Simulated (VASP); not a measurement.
A run of VASP 6.6.1:

INCAR

```
SYSTEM = TaV
PREC     = Accurate       ! precision mode
ENCUT    = 520            ! plane-wave cutoff, eV
EDIFF    = 1E-7           ! SCF threshold, eV
ISMEAR   = -1             ! smearing method
SIGMA    = 0.05           ! smearing width, eV
LREAL    = .False.        ! projectors in reciprocal space
LASPH    = .True.         ! aspherical terms in the spheres
NELM     = 150            ! most SCF steps
ALGO     = Normal         ! electronic algorithm
ISIF     = 2              ! what is computed and relaxed
LWAVE    = .False.        ! write WAVECAR
LCHARG   = .True.         ! write CHGCAR
ISPIN    = 2              ! spin polarisation
MAGMOM   = 0 2            ! initial moments
LORBIT   = 11             ! projections on sites
LMAXMIX  = 4              ! l up to which the mixer works
GGA      = B5             ! functional
ALDAX    = 1.0          
AGGAX    = 1.0          
AGGAC    = 1.0          
ALDAC    = 0.0          
LELF     = .True.         ! ELF
LVHAR    = .True.       
NBANDS   = 23             ! bands
```

File KPOINTS:

```
regular mesh
0
Gamma
  7 7 5
  0 0 0
```

POSCAR

```
TaV
1.0
    1.6201466225     -2.3443212673      0.0000000000
    1.6201466225      2.3443212673      0.0000000000
    0.0000000000      0.0000000000      4.3594669254
Ta V
1 1
Direct
    0.0000000000      0.0000000000      0.0000000000
    0.5000000000      0.5000000000      0.5000000000
```

Potentials or basis: VASP PAW PBE potentials, release 64 (Ta_pv, V_sv).

Command:

```sh
$ cat potpaw_PBE.64/Ta_pv/POTCAR potpaw_PBE.64/V_sv/POTCAR > POTCAR
$ mpirun -np 1 vasp_std > vasp.out
```

Hardware: 1 thread of Oxide Virtual Turin-like Processor, with other jobs on the host.

Question: Estimate the wall time of this run.

Answer: It took 2.2 min on 1 thread of Oxide Virtual Turin-like Processor (shared host), peak memory 0.17 GiB. Counts: scf iterations 20, k points 48.
